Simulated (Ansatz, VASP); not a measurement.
**Nb: VASP beside Ansatz**

```
Nb
1.0
     0.00000    2.12901    2.12901
     2.12901    0.00000    2.12901
     2.12901    2.12901    0.00000
Nb
1
Direct
  0.00000 0.00000 0.00000
```

Change from the starting cell: volume scaled by 1.02, PAW files.

Alike in both runs: task electric field gradients; functional PBEsol; k mesh 13 × 13 × 13; occupations fermi-dirac, width 0.08 eV; no spin polarisation.

```csv
,VASP,Ansatz
version,VASP 6.6.1,Ansatz 0.2.0
potentials or method,"VASP PAW PBE potentials, release 64 (Nb_sv)","PAW with Ansatz's default frozen-core files, scalar-relativistic"
plane-wave cutoff (eV),520,420
valence electrons in the cell,13,13
```

VASP gave:

```
pressure (GPa) : -9.8
```

Task: Which values does Ansatz return?

Result: Pressure (GPa): -9.5.

VASP's potentials were made for PBE, not for PBEsol.
